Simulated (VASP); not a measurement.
# TaN (P6/mmm) in VASP: single point with r2SCAN

Aim: the single point of TaN with r2SCAN.

Everything below comes from runs of VASP 6.6.1. Logs are shortened: lines on timing, memory, paths and dates and some standing lists are left out, and cuts for length are marked.

## (1) The cell of the first run

Symmetry: P6/mmm, No. 191, hexagonal system. The conventional cell has a = 5.103 Å, b = 5.103 Å, c = 2.859 Å, α = 90.00°, β = 90.00°, γ = 120.00°. Ta (site symmetry 6/mmm) has 6 N at 2.55 Å and 14 Ta at 2.86 to 3.27 Å within 3.4 Å. Ta (site symmetry -6m2) has 6 N at 2.05 Å within 2.7 Å. N (site symmetry mmm) has 6 Ta at 2.05 to 2.55 Å and 4 N at 2.55 Å within 2.7 Å.

## (2) Single point, r2SCAN

The input, POSCAR:

```
TaN
1.0
    5.1029999488      0.0000000000      0.0000000000
   -2.5514999744      4.4193277179      0.0000000000
    0.0000000000      0.0000000000      2.8587023408
Ta N
3 3
Direct
    0.0000000000      0.0000000000      0.0000000000
    0.3333333333      0.6666666667      0.5000000000
    0.6666666667      0.3333333333      0.5000000000
    0.5000000000      0.0000000000      0.0000000000
    0.5000000000      0.5000000000      0.0000000000
    0.0000000000      0.5000000000      0.0000000000
```

The input, INCAR.step1:

```
PREC = Accurate
ENCUT = 660
ISMEAR = 0
SIGMA = 0.1
LREAL = F
LASPH = T
NELM = 120
NBANDS = 36
GGA = PE
ALGO = Normal
EDIFF = 1E-5
LWAVE = T
LCHARG = F
GGA_COMPAT = F
```

The input, INCAR.step2:

```
PREC = Accurate
ENCUT = 660
EDIFF = 1E-6
ISMEAR = 0
SIGMA = 0.1
LREAL = F
LASPH = T
NELM = 120
ALGO = Normal
ISIF = 2
LWAVE = F
LCHARG = T
METAGGA = R2SCAN
LMIXTAU = T
LELF = T
LVHAR = T
NBANDS = 36
ISTART = 1
GGA_COMPAT = F
```

The input, KPOINTS:

```
regular mesh
0
Gamma
  5 5 8
```

Potentials or basis: VASP PAW PBE potentials, release 64 (Ta_sv_GW, N).

Started as:

```
cat potpaw_PBE.64/Ta_sv_GW/POTCAR potpaw_PBE.64/N/POTCAR > POTCAR
cp INCAR.step1 INCAR
mpirun -np 1 vasp_std > vasp.out
cp INCAR.step2 INCAR
mpirun -np 1 vasp_std > vasp.out
```

OUTCAR:

```text
PREC = Accurate
   ENCUT = 660
   EDIFF = 1E-6
   ISMEAR = 0
   LREAL = F
   LASPH = T
   NELM = 120
   ISIF = 2
   METAGGA = R2SCAN
   ISTART = 1

 ion  position               nearest neighbor table
   1  0.000  0.000  0.000-   2 3.27   3 3.27   2 3.27   3 3.27   3 3.27   3 3.27   2 3.27   2 3.27
                             3 3.27   3 3.27   2 3.27   2 3.27
   2  0.333  0.667  0.500-   6 2.05   6 2.05   5 2.05   5 2.05   4 2.05   4 2.05   3 2.95   3 2.95
                             3 2.95   1 3.27   1 3.27   1 3.27   1 3.27   1 3.27   1 3.27
   3  0.667  0.333  0.500-   6 2.05   6 2.05   5 2.05   5 2.05   4 2.05   4 2.05   2 2.95   2 2.95
                             2 2.95   1 3.27   1 3.27   1 3.27   1 3.27   1 3.27   1 3.27
   4  0.500  0.000  0.000-   2 2.05   3 2.05   2 2.05   3 2.05
   5  0.500  0.500  0.000-   2 2.05   3 2.05   2 2.05   3 2.05
   6  0.000  0.500  0.000-   2 2.05   3 2.05   2 2.05   3 2.05

  LATTYP: Found a hexagonal cell.
 ALAT       =     5.1029999488
 C/A-ratio  =     0.5602003468

  Lattice vectors:

 A1 = (   5.1029999488,   0.0000000000,   0.0000000000)
 A2 = (  -2.5514999744,   4.4193277179,   0.0000000000)
 A3 = (   0.0000000000,   0.0000000000,   2.8587023408)

Analysis of symmetry for initial positions (statically):
=====================================================================
 Subroutine PRICEL returns:
 Original cell was already a primitive cell.

 Routine SETGRP: Setting up the symmetry group for a
 hexagonal supercell.

 Subroutine GETGRP returns: Found 24 space group operations
 (whereof 24 operations were pure point group operations)
 out of a pool of 24 trial point group operations.

The static configuration has the point symmetry D_6h.

Analysis of symmetry for dynamics (positions and initial velocities):
=====================================================================
 Subroutine PRICEL returns:
 Original cell was already a primitive cell.

 Routine SETGRP: Setting up the symmetry group for a
 hexagonal supercell.

 Subroutine GETGRP returns: Found 24 space group operations
 (whereof 24 operations were pure point group operations)
 out of a pool of 24 trial point group operations.

The dynamic configuration has the point symmetry D_6h.

 Subroutine INISYM returns: Found 24 space group operations
 (whereof 24 operations are pure point group operations),
 and found     1 'primitive' translations

----------------------------------------------------------------------------------------

                                     Primitive cell

  volume of cell :      64.4690

  direct lattice vectors                    reciprocal lattice vectors
     5.102999949  0.000000000  0.000000000     0.195963161  0.113139380  0.000000000
    -2.551499974  4.419327718  0.000000000     0.000000000  0.226278761  0.000000000
     0.000000000  0.000000000  2.858702341     0.000000000  0.000000000  0.349809067

  length of vectors
     5.102999949  5.103000059  2.858702341     0.226278766  0.226278761  0.349809067

  position of ions in fractional coordinates (direct lattice)
     0.000000000  0.000000000  0.000000000
     0.333333333  0.666666667  0.500000000
     0.666666667  0.333333333  0.500000000
     0.500000000  0.000000000  0.000000000
     0.500000000  0.500000000  0.000000000
     1.000000000  0.500000000  0.000000000

  ion indices of the primitive-cell ions
   primitive index   ion index
                 1           1
                 2           2
                 3           3
                 4           4
                 5           5
                 6           6

----------------------------------------------------------------------------------------

 KPOINTS: regular mesh

Automatic generation of k-mesh.
 Grid dimensions read from file:
 generate k-points for:    5    5    8

 Generating k-lattice:

  Cartesian coordinates                     Fractional coordinates (reciprocal lattice)
     0.039192632  0.022627876  0.000000000     0.200000000 -0.000000000  0.000000000
     0.000000000  0.045255752  0.000000000     0.000000000  0.200000000  0.000000000
     0.000000000  0.000000000  0.043726133     0.000000000  0.000000000  0.125000000

  Length of vectors
     0.045255753  0.045255752  0.043726133

  Shift w.r.t. Gamma in fractional coordinates (k-lattice)
     0.000000000  0.000000000  0.000000000

 Subroutine IBZKPT returns following result:
 ===========================================

 Found     25 irreducible k-points:

 Following reciprocal coordinates:
            Coordinates               Weight
  0.000000  0.000000  0.000000      1.000000
  0.200000  0.000000  0.000000      6.000000
  0.400000 -0.000000  0.000000      6.000000
  0.200000  0.200000  0.000000      6.000000
  0.400000  0.200000  0.000000      6.000000
  0.000000  0.000000  0.125000      2.000000
[... 16 lines left out ...]
  0.400000 -0.000000  0.500000      6.000000
  0.200000  0.200000  0.500000      6.000000
   k-points           NKPTS =     25   k-points in BZ     NKDIM =     25   number of bands    NBANDS=     36
   number of dos      NEDOS =    301   number of ions     NIONS =      6
   total plane-waves  NPLWV =  55296
   dimension x,y,z NGX =    48 NGY =   48 NGZ =   24
   dimension x,y,z NGXF=    96 NGYF=   96 NGZF=   48
   ions per type =               3   3
   NGX,Y,Z   is equivalent  to a cutoff of  15.64, 15.64, 13.96 a.u.
   NGXF,Y,Z  is equivalent  to a cutoff of  31.27, 31.27, 27.91 a.u.
 SYSTEM =  unknown system
   PREC   = accura    normal or accurate (medium, high low for compatibility)
   ISTART =      1    job   : 0-new  1-cont  2-samecut
   ICHARG =      0    charge: 1-file 2-atom 10-const
   ISPIN  =      1    spin polarized calculation?
   LNONCOLLINEAR =      F non collinear calculations
   LSORBIT =      F    spin-orbit coupling
   LASPH  =      T    aspherical Exc in radial PAW
   ENCUT  =  660.0 eV  48.51 Ry    6.96 a.u.  10.69 10.69  5.99*2*pi/ulx,y,z
   NELM   =    120;   NELMIN=  2; NELMDL=  0     # of ELM steps
   EDIFF  = 0.1E-05   stopping-criterion for ELM
   LREAL  =      F    real-space projection
[... 7 lines left out ...]
   TEBEG  =    0.0;   TEEND  =   0.0 temperature during run
   PSTRESS=    0.0 pullay stress
   NELECT =      54.0000    total number of electrons
   NUPDOWN=      -1.0000    fix difference up-down
   EMIN   =  10.00;   EMAX   =-10.00  energy-range for DOS
   EFERMI =   0.00;   METHOD = LEGACY
   ISMEAR =     0;   SIGMA  =   0.10  broadening in eV -4-tet -1-fermi 0-gaus
   EFERMI_NEDOS =   21; number of points for ismear=-14 and -15
   IALGO  =     38    algorithm
   IMIX   =      4    mixing-type and parameters
     AMIX     =   0.40;   BMIX     =  1.00
     AMIX_MAG =   1.60;   BMIX_MAG =  1.00
  volume/ion in A,a.u.               =      10.74        72.51
  Fermi-wavevector in a.u.,A,eV,Ry     =   1.543201  2.916227 32.401860  2.381470
  Thomas-Fermi vector in A             =   2.648897
   LORBIT       =      0    0 simple, 1 ext, 2 COOP (PROOUT), +10 PAW based schemes
   METAGGA = R2SCAN    functional components
   LHFCALC =     F    Hartree Fock is set to
   AEXX    =    0.0000 exact exchange contribution
   IVDW    =     0    specifies the selected vdW correction
   LEPSILON=     F    determine dielectric tensor
   LRPA    =     F    only Hartree local field effects (RPA)
 non-spin polarized calculation
 Gauss-broadening in eV      SIGMA  =   0.10
  energy-cutoff  :      660.00
  volume of cell :       64.47
 maximum number of plane-waves:      2508
 NGX is ok and might be reduce to    48
   NGX = 21   NGY = 21   NGZ = 11

 number of electron      53.9999997 magnetization

 Free energy of the ion-electron system (eV)
  ---------------------------------------------------
  ext. energy  EPLUGINS =         0.00000000
  ---------------------------------------------------
  free energy    TOTEN  =      -185.80187377 eV

  energy without entropy =     -185.79970354  energy(sigma->0) =     -185.80078866

 E-fermi :  13.0088     XC(G=0): -14.6614

 val. band max:       12.9784237321   @ k =   0.0000   0.0000   0.3750
 cond. band min:      13.1096894695   @ k =   0.2000   0.0000   0.2500
 fundamental gap:      0.1312657374
 Fermi energy:        13.0087506912

 k-point     1 :       0.0000    0.0000    0.0000
  band No.  band energies     occupation
      1     -58.3532      2.00000
      2     -58.2894      2.00000
      3     -57.9548      2.00000
      4     -24.6195      2.00000
      5     -24.6195      2.00000
      6     -24.1478      2.00000
[... 28 lines left out ...]
     35      16.5734      0.00000
     36      16.5734      0.00000

 k-point     2 :       0.2000    0.0000    0.0000
  band No.  band energies     occupation
      1     -58.3476      2.00000
      2     -58.2947      2.00000
      3     -57.9551      2.00000
      4     -24.6552      2.00000
      5     -24.5983      2.00000
      6     -24.1163      2.00000
[... 28 lines left out ...]
     35      16.7561      0.00000
     36      16.9250      0.00000

 k-point     3 :       0.4000   -0.0000    0.0000
  band No.  band energies     occupation
      1     -58.3349      2.00000
      2     -58.3070      2.00000
      3     -57.9556      2.00000
      4     -24.7035      2.00000
      5     -24.5059      2.00000
      6     -24.1929      2.00000
[... 28 lines left out ...]
     35      16.9933      0.00000
     36      17.1967      0.00000

 k-point     4 :       0.2000    0.2000    0.0000
  band No.  band energies     occupation
      1     -58.3381      2.00000
      2     -58.3039      2.00000
      3     -57.9555      2.00000
      4     -24.6778      2.00000
      5     -24.5508      2.00000
      6     -24.1708      2.00000
[... 28 lines left out ...]
     35      16.8189      0.00000
     36      17.0112      0.00000

 k-point     5 :       0.4000    0.2000    0.0000
  band No.  band energies     occupation
      1     -58.3274      2.00000
      2     -58.3144      2.00000
      3     -57.9557      2.00000
      4     -24.6873      2.00000
      5     -24.4574      2.00000
      6     -24.3062      2.00000
[... 655 lines left out ...]
 k-point    22 :       0.2000    0.0000    0.5000
  band No.  band energies     occupation
      1     -58.2849      2.00000
      2     -58.2348      2.00000
      3     -57.9033      2.00000
      4     -25.0082      2.00000
      5     -24.7466      2.00000
      6     -24.4190      2.00000
[... 28 lines left out ...]
     35      17.6540      0.00000
     36      18.1987      0.00000

 k-point    23 :       0.4000   -0.0000    0.5000
  band No.  band energies     occupation
      1     -58.2732      2.00000
      2     -58.2465      2.00000
      3     -57.9033      2.00000
      4     -24.9635      2.00000
      5     -24.8081      2.00000
      6     -24.4371      2.00000
[... 28 lines left out ...]
     35      17.7466      0.00000
     36      19.1744      0.00000

 k-point    24 :       0.2000    0.2000    0.5000
  band No.  band energies     occupation
      1     -58.2761      2.00000
      2     -58.2436      2.00000
      3     -57.9033      2.00000
      4     -24.9732      2.00000
      5     -24.7955      2.00000
      6     -24.4499      2.00000
[... 28 lines left out ...]
     35      17.4265      0.00000
     36      18.9893      0.00000

 [... further k-points ...]

------------------------ aborting loop because EDIFF is reached ----------------------------------------

  FORCE on cell =-STRESS in cart. coord.  units (eV):
  Direction    XX          YY          ZZ          XY          YZ          ZX
  --------------------------------------------------------------------------------------
  -------------------------------------------------------------------------------------
  Total        9.1913593      9.1913599     11.5841904      0.0000000      0.0000000      0.0000000
  in kB      228.4228881    228.4229012    287.8893242      0.0000000      0.0000000      0.0000000
  external PRESSURE =     248.2450378 kB  Pullay stress =       0.0000000 kB

 VOLUME and BASIS-vectors are now :
 -----------------------------------------------------------------------------
  energy-cutoff  :      660.00
  volume of cell :       64.47
      direct lattice vectors                 reciprocal lattice vectors
     5.102999949  0.000000000  0.000000000     0.195963161  0.113139380  0.000000000
    -2.551499974  4.419327718  0.000000000     0.000000000  0.226278761  0.000000000
     0.000000000  0.000000000  2.858702341     0.000000000  0.000000000  0.349809067

 POSITION                                       TOTAL-FORCE (eV/Angst)
 -----------------------------------------------------------------------------------
      0.00000      0.00000      0.00000        -0.000000      0.000000      0.000000
     -0.00000      2.94622      1.42935         0.000000     -0.000000     -0.000000
      2.55150      1.47311      1.42935        -0.000000      0.000000      0.000000
      2.55150      0.00000      0.00000        -0.000000      0.000000      0.000000
      1.27575      2.20966      0.00000        -0.000000      0.000000      0.000000
     -1.27575      2.20966      0.00000        -0.000000      0.000000      0.000000
 -----------------------------------------------------------------------------------
    total drift:                               -0.000000      0.000000     -0.000000

  FREE ENERGIE OF THE ION-ELECTRON SYSTEM (eV)
  ---------------------------------------------------
  free  energy   TOTEN  =      -185.8018737719 eV

  energy  without entropy=     -185.7997035385  energy(sigma->0) =     -185.80078866
```

Run time: 5.3 min. Hardware: 1 thread of Intel Xeon Platinum 8259CL at 2.50GHz (Skylake/Cascade Lake), shared host; peak memory 0.28 GiB.

Results:

| Item | Value |
| --- | --- |
| Free energy | -185.8019 eV |
| Pressure | 24.8 GPa |
| Band gap on the k mesh | zero (bands 27 and 28 overlap by 2.38 eV) |

Stress tensor (GPa, compression positive):
```
22.84  0.00  0.00
 0.00 22.84  0.00
 0.00  0.00 28.79
```

Caveat: the cell stands under pressure; the PAW data sets were made with another functional, which shifts forces and pressure a little; spin-orbit coupling is left out, which moves the levels of the heavy elements.
